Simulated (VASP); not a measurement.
# Si3Ni (Pm-3m) in VASP: further runs

Si3Ni is run at these levels: PBEsol; tasks: single point, relaxation of cell and atoms.

Program: VASP 6.6.1. These are calculated values, not measurements. Logs are shortened: lines on timing, memory, paths and dates and some standing lists are left out, and cuts for length are marked.

## (1) The cell of the first run

Symmetry: Pm-3m, No. 221, cubic system. Conventional cell: a = 3.700 Å, b = 3.700 Å, c = 3.700 Å, α = 90.00°, β = 90.00°, γ = 90.00°. Si (site symmetry 4/mmm) has 8 Si at 2.62 Å and 4 Ni at 2.62 Å within 3.5 Å. Within 3.5 Å of Ni (site symmetry m-3m) lie 12 Si at 2.62 Å.

## (2) Single point, PBEsol

File INCAR:

```
PREC = Accurate ; ENCUT = 520
EDIFF = 1E-6 ; ISMEAR = 0
SIGMA = 0.1 ; LREAL = F
LASPH = T ; NELM = 60
ALGO = Normal ; ISIF = 2
LWAVE = F ; LCHARG = F
GGA = PS ; NBANDS = 19
```

File KPOINTS:

```
regular mesh
0
Gamma
  12 12 12
```

File POSCAR:

```
Si3Ni
1.0
    3.7003493891      0.0000000000      0.0000000000
    0.0000000000      3.7003493891      0.0000000000
    0.0000000000      0.0000000000      3.7003493891
Si Ni
3 1
Direct
    0.0000000000      0.5000000000      0.5000000000
    0.5000000000      0.0000000000      0.5000000000
    0.5000000000      0.5000000000      0.0000000000
    0.0000000000      0.0000000000      0.0000000000
```

Potentials or basis: VASP PAW PBE potentials, release 64 (Si, Ni).

Launch:

```sh
$ cat potpaw_PBE.64/Si/POTCAR potpaw_PBE.64/Ni/POTCAR > POTCAR
$ mpirun -np 1 vasp_std > vasp.out
```

OUTCAR:

```text
PREC = Accurate
   ENCUT = 520
   EDIFF = 1E-6
   ISMEAR = 0
   LREAL = F
   LASPH = T
   NELM = 60
   ISIF = 2
   GGA = PS

 ion  position               nearest neighbor table
   1  0.000  0.500  0.500-   2 2.62   3 2.62   4 2.62   3 2.62   4 2.62   2 2.62   4 2.62   4 2.62
                             2 2.62   3 2.62   3 2.62   2 2.62
   2  0.500  0.000  0.500-   1 2.62   3 2.62   4 2.62   3 2.62   4 2.62   1 2.62   3 2.62   3 2.62
                             1 2.62   4 2.62   4 2.62   1 2.62
   3  0.500  0.500  0.000-   1 2.62   2 2.62   4 2.62   1 2.62   2 2.62   2 2.62   4 2.62   2 2.62
                             1 2.62   4 2.62   1 2.62   4 2.62
   4  0.000  0.000  0.000-   1 2.62   2 2.62   3 2.62   1 2.62   2 2.62   1 2.62   3 2.62   1 2.62
                             2 2.62   3 2.62   2 2.62   3 2.62

  LATTYP: Found a simple cubic cell.
 ALAT       =     3.7003493891

  Lattice vectors:

 A1 = (   3.7003493891,   0.0000000000,   0.0000000000)
 A2 = (   0.0000000000,   3.7003493891,   0.0000000000)
 A3 = (   0.0000000000,   0.0000000000,   3.7003493891)

Analysis of symmetry for initial positions (statically):
=====================================================================
 Subroutine PRICEL returns:
 Original cell was already a primitive cell.

 Routine SETGRP: Setting up the symmetry group for a
 simple cubic supercell.

 Subroutine GETGRP returns: Found 48 space group operations
 (whereof 48 operations were pure point group operations)
 out of a pool of 48 trial point group operations.

The static configuration has the point symmetry O_h .

Analysis of symmetry for dynamics (positions and initial velocities):
=====================================================================
 Subroutine PRICEL returns:
 Original cell was already a primitive cell.

 Routine SETGRP: Setting up the symmetry group for a
 simple cubic supercell.

 Subroutine GETGRP returns: Found 48 space group operations
 (whereof 48 operations were pure point group operations)
 out of a pool of 48 trial point group operations.

The dynamic configuration has the point symmetry O_h .

 Subroutine INISYM returns: Found 48 space group operations
 (whereof 48 operations are pure point group operations),
 and found     1 'primitive' translations

----------------------------------------------------------------------------------------

                                     Primitive cell

  volume of cell :      50.6674

  direct lattice vectors                    reciprocal lattice vectors
     3.700349389  0.000000000  0.000000000     0.270244751  0.000000000  0.000000000
     0.000000000  3.700349389  0.000000000     0.000000000  0.270244751  0.000000000
     0.000000000  0.000000000  3.700349389     0.000000000  0.000000000  0.270244751

  length of vectors
     3.700349389  3.700349389  3.700349389     0.270244751  0.270244751  0.270244751

  position of ions in fractional coordinates (direct lattice)
     0.000000000  0.500000000  0.500000000
     0.500000000  0.000000000  0.500000000
     0.500000000  0.500000000  0.000000000
     0.000000000  0.000000000  0.000000000

  ion indices of the primitive-cell ions
   primitive index   ion index
                 1           1
                 2           2
                 3           3
                 4           4

----------------------------------------------------------------------------------------

 KPOINTS: regular mesh

Automatic generation of k-mesh.
 Grid dimensions read from file:
 generate k-points for:   12   12   12

 Generating k-lattice:

  Cartesian coordinates                     Fractional coordinates (reciprocal lattice)
     0.022520396  0.000000000  0.000000000     0.083333333  0.000000000  0.000000000
     0.000000000  0.022520396  0.000000000     0.000000000  0.083333333  0.000000000
     0.000000000  0.000000000  0.022520396     0.000000000  0.000000000  0.083333333

  Length of vectors
     0.022520396  0.022520396  0.022520396

  Shift w.r.t. Gamma in fractional coordinates (k-lattice)
     0.000000000  0.000000000  0.000000000

 Subroutine IBZKPT returns following result:
 ===========================================

 Found     84 irreducible k-points:

 Following reciprocal coordinates:
            Coordinates               Weight
  0.000000  0.000000  0.000000      1.000000
  0.083333  0.000000  0.000000      6.000000
  0.166667  0.000000  0.000000      6.000000
  0.250000  0.000000  0.000000      6.000000
  0.333333  0.000000  0.000000      6.000000
  0.416667  0.000000  0.000000      6.000000
[... 16 lines left out ...]
  0.333333  0.333333  0.000000     12.000000
  0.416667  0.333333  0.000000     24.000000
 [... further k-points ...]
   k-points           NKPTS =     84   k-points in BZ     NKDIM =     84   number of bands    NBANDS=     19
   number of dos      NEDOS =    301   number of ions     NIONS =      4
   total plane-waves  NPLWV =  21952
   dimension x,y,z NGX =    28 NGY =   28 NGZ =   28
   dimension x,y,z NGXF=    56 NGYF=   56 NGZF=   56
   ions per type =               3   1
   NGX,Y,Z   is equivalent  to a cutoff of  12.58, 12.58, 12.58 a.u.
   NGXF,Y,Z  is equivalent  to a cutoff of  25.16, 25.16, 25.16 a.u.
 SYSTEM =  unknown system
   PREC   = accura    normal or accurate (medium, high low for compatibility)
   ISTART =      0    job   : 0-new  1-cont  2-samecut
   ICHARG =      2    charge: 1-file 2-atom 10-const
   ISPIN  =      1    spin polarized calculation?
   LNONCOLLINEAR =      F non collinear calculations
   LSORBIT =      F    spin-orbit coupling
   LASPH  =      T    aspherical Exc in radial PAW
   ENCUT  =  520.0 eV  38.22 Ry    6.18 a.u.   6.88  6.88  6.88*2*pi/ulx,y,z
   NELM   =     60;   NELMIN=  2; NELMDL= -5     # of ELM steps
   EDIFF  = 0.1E-05   stopping-criterion for ELM
   LREAL  =      F    real-space projection
   EDIFFG = 0.1E-04   stopping-criterion for IOM
   NSW    =      0    number of steps for IOM
   IBRION =     -1    ionic relax: 0-MD 1-quasi-New 2-CG
   NFREE  =      0    steps in history (QN), initial steepest desc. (CG)
   ISIF   =      2    stress and relaxation
   ISYM   =      2    0-nonsym 1-usesym 2-fastsym
   POTIM  = 0.5000    time-step for ionic-motion
   TEBEG  =    0.0;   TEEND  =   0.0 temperature during run
   PSTRESS=    0.0 pullay stress
   NELECT =      22.0000    total number of electrons
   NUPDOWN=      -1.0000    fix difference up-down
   EMIN   =  10.00;   EMAX   =-10.00  energy-range for DOS
   EFERMI =   0.00;   METHOD = LEGACY
   ISMEAR =     0;   SIGMA  =   0.10  broadening in eV -4-tet -1-fermi 0-gaus
   EFERMI_NEDOS =   21; number of points for ismear=-14 and -15
   IALGO  =     38    algorithm
   IMIX   =      4    mixing-type and parameters
     AMIX     =   0.40;   BMIX     =  1.00
     AMIX_MAG =   1.60;   BMIX_MAG =  1.00
  volume/ion in A,a.u.               =      12.67        85.48
  Fermi-wavevector in a.u.,A,eV,Ry     =   1.239671  2.342638 20.909207  1.536783
  Thomas-Fermi vector in A             =   2.374144
   LORBIT       =      0    0 simple, 1 ext, 2 COOP (PROOUT), +10 PAW based schemes
   GGA     = PS    functional components
   LHFCALC =     F    Hartree Fock is set to
   AEXX    =    0.0000 exact exchange contribution
   IVDW    =     0    specifies the selected vdW correction
   LEPSILON=     F    determine dielectric tensor
   LRPA    =     F    only Hartree local field effects (RPA)
 non-spin polarized calculation
 Gauss-broadening in eV      SIGMA  =   0.10
  energy-cutoff  :      520.00
  volume of cell :       50.67
 maximum number of plane-waves:      1406
 NGX is ok and might be reduce to    28
   NGX = 13   NGY = 13   NGZ = 13

 number of electron      21.9999979 magnetization

 Free energy of the ion-electron system (eV)
  ---------------------------------------------------
  ext. energy  EPLUGINS =         0.00000000
  ---------------------------------------------------
  free energy    TOTEN  =       -22.82117148 eV

  energy without entropy =      -22.81106238  energy(sigma->0) =      -22.81611693

 E-fermi :  11.0338     XC(G=0): -11.9814

 val. band max:       11.0331249194   @ k =   0.1667   0.0833   0.0833
 cond. band min:      11.0506167328   @ k =   0.0833   0.0000   0.0000
 fundamental gap:      0.0174918134
 Fermi energy:        11.0338182355

 k-point     1 :       0.0000    0.0000    0.0000
  band No.  band energies     occupation
      1      -3.5220      2.00000
      2       5.8545      2.00000
      3       5.8545      2.00000
      4       6.2608      2.00000
      5       6.2608      2.00000
      6       6.2608      2.00000
[... 11 lines left out ...]
     18      17.5893      0.00000
     19      17.7336      0.00000

 k-point     2 :       0.0833    0.0000    0.0000
  band No.  band energies     occupation
      1      -3.4497      2.00000
      2       4.8732      2.00000
      3       5.9116      2.00000
      4       6.2904      2.00000
      5       6.2904      2.00000
      6       6.9489      2.00000
[... 11 lines left out ...]
     18      17.2371      0.00000
     19      17.6073      0.00000

 k-point     3 :       0.1667    0.0000    0.0000
  band No.  band energies     occupation
      1      -3.2337      2.00000
      2       3.6172      2.00000
      3       6.0793      2.00000
      4       6.3717      2.00000
      5       6.3717      2.00000
      6       7.5159      2.00000
[... 11 lines left out ...]
     18      16.5973      0.00000
     19      17.6794      0.00000

 k-point     4 :       0.2500    0.0000    0.0000
  band No.  band energies     occupation
      1      -2.8779      2.00000
      2       2.3874      2.00000
      3       6.3456      2.00000
      4       6.4836      2.00000
      5       6.4836      2.00000
      6       7.9828      2.00000
[... 11 lines left out ...]
     18      16.8711      0.00000
     19      17.7891      0.00000

 k-point     5 :       0.3333    0.0000    0.0000
  band No.  band energies     occupation
      1      -2.3936      2.00000
      2       1.2559      2.00000
      3       6.5945      2.00000
      4       6.5945      2.00000
      5       6.6813      2.00000
      6       8.4372      2.00000
[... 11 lines left out ...]
     18      17.3280      0.00000
     19      17.9156      0.00000

 k-point     6 :       0.4167    0.0000    0.0000
  band No.  band energies     occupation
      1      -1.8219      2.00000
      2       0.2890      2.00000
      3       6.6733      2.00000
      4       6.6733      2.00000
      5       7.0127      2.00000
      6       8.7530      2.00000
[... 11 lines left out ...]
     18      17.8188      0.00000
     19      18.0225      0.00000

 k-point     7 :       0.5000    0.0000    0.0000
  band No.  band energies     occupation
      1      -1.4388      2.00000
      2      -0.2268      2.00000
      3       6.7014      2.00000
      4       6.7014      2.00000
      5       7.1707      2.00000
      6       8.7600      2.00000
[... 11 lines left out ...]
     18      18.0689      0.00000
     19      19.6854      0.00000

 k-point     8 :       0.0833    0.0833    0.0000
  band No.  band energies     occupation
      1      -3.3774      2.00000
      2       4.7667      2.00000
      3       5.1491      2.00000
      4       6.3209      2.00000
      5       6.5843      2.00000
      6       7.3489      2.00000
[... 256 lines left out ...]
 k-point    20 :       0.3333    0.2500    0.0000
  band No.  band energies     occupation
      1      -1.7641      2.00000
      2       1.8286      2.00000
      3       3.4039      2.00000
      4       6.5141      2.00000
      5       6.9496      2.00000
      6       8.0817      2.00000
[... 11 lines left out ...]
     18      17.7410      0.00000
     19      18.3098      0.00000

 k-point    21 :       0.4167    0.2500    0.0000
  band No.  band energies     occupation
      1      -1.2014      2.00000
      2       0.8889      2.00000
      3       3.8333      2.00000
      4       5.9182      2.00000
      5       7.0677      2.00000
      6       8.0499      2.00000
[... 11 lines left out ...]
     18      17.5269      0.00000
     19      18.2858      0.00000

 k-point    22 :       0.5000    0.2500    0.0000
  band No.  band energies     occupation
      1      -0.8268      2.00000
      2       0.3857      2.00000
      3       4.0763      2.00000
      4       5.6074      2.00000
      5       7.1091      2.00000
      6       8.0476      2.00000
[... 11 lines left out ...]
     18      17.2109      0.00000
     19      18.4848      0.00000

 k-point    23 :       0.3333    0.3333    0.0000
  band No.  band energies     occupation
      1      -1.2912      2.00000
      2       2.1013      2.00000
      3       2.4594      2.00000
      4       5.7474      2.00000
      5       7.1563      2.00000
      6       7.9373      2.00000
[... 11 lines left out ...]
     18      17.2272      0.00000
     19      18.5843      0.00000

 k-point    24 :       0.4167    0.3333    0.0000
  band No.  band energies     occupation
      1      -0.7343      2.00000
      2       1.3216      2.00000
      3       2.7644      2.00000
      4       5.0146      2.00000
      5       7.3151      2.00000
      6       7.8705      2.00000
[... 11 lines left out ...]
     18      17.9156      0.00000
     19      18.9191      0.00000

 [... further k-points ...]

------------------------ aborting loop because EDIFF is reached ----------------------------------------

  FORCE on cell =-STRESS in cart. coord.  units (eV):
  Direction    XX          YY          ZZ          XY          YZ          ZX
  --------------------------------------------------------------------------------------
  -------------------------------------------------------------------------------------
  Total        0.0703771      0.0703771      0.0703771      0.0000000      0.0000000     -0.0000000
  in kB        2.2254298      2.2254298      2.2254298      0.0000000      0.0000000     -0.0000000
  external PRESSURE =       2.2254298 kB  Pullay stress =       0.0000000 kB

 VOLUME and BASIS-vectors are now :
 -----------------------------------------------------------------------------
  energy-cutoff  :      520.00
  volume of cell :       50.67
      direct lattice vectors                 reciprocal lattice vectors
     3.700349389  0.000000000  0.000000000     0.270244751  0.000000000  0.000000000
     0.000000000  3.700349389  0.000000000     0.000000000  0.270244751  0.000000000
     0.000000000  0.000000000  3.700349389     0.000000000  0.000000000  0.270244751

 POSITION                                       TOTAL-FORCE (eV/Angst)
 -----------------------------------------------------------------------------------
      0.00000      1.85017      1.85017         0.000000      0.000000      0.000000
      1.85017      0.00000      1.85017         0.000000      0.000000      0.000000
      1.85017      1.85017      0.00000         0.000000      0.000000      0.000000
      0.00000      0.00000      0.00000         0.000000      0.000000      0.000000
 -----------------------------------------------------------------------------------
    total drift:                               -0.000000     -0.000000     -0.000000

  FREE ENERGIE OF THE ION-ELECTRON SYSTEM (eV)
  ---------------------------------------------------
  free  energy   TOTEN  =       -22.8211714792 eV

  energy  without entropy=      -22.8110623768  energy(sigma->0) =      -22.81611693
```

Wall time 1.7 min (1 thread of Intel Xeon 8259CL, shared host); peak memory 0.21 GiB.

What came out:

```
Free energy            : -22.8212 eV
Pressure               : 0.2 GPa
Band gap on the k mesh : zero (bands 11 and 12 overlap by 2.58 eV)
```

Levels at points of the mesh, in eV from the Fermi level:
```
           k point  band 9  band 10  band 11  band 12  band 13  band 14
(0.00, 0.00, 0.00)   -2.38    -1.15    -0.20    -0.20     4.00     4.00
(0.50, 0.00, 0.00)   -1.39    -1.39    -0.61    -0.36    -0.36     2.05
(0.50, 0.50, 0.00)   -1.94    -0.95     1.51     1.72     1.72     1.97
(0.50, 0.50, 0.50)   -1.90    -1.90    -1.07    -1.07    -1.07     9.89
```

Caveat: the PAW data sets were made with another functional, which shifts forces and pressure a little. Spin polarisation is off, so any magnetic state and its effect on volume and gap are missing.

[end of part 1 of 2]
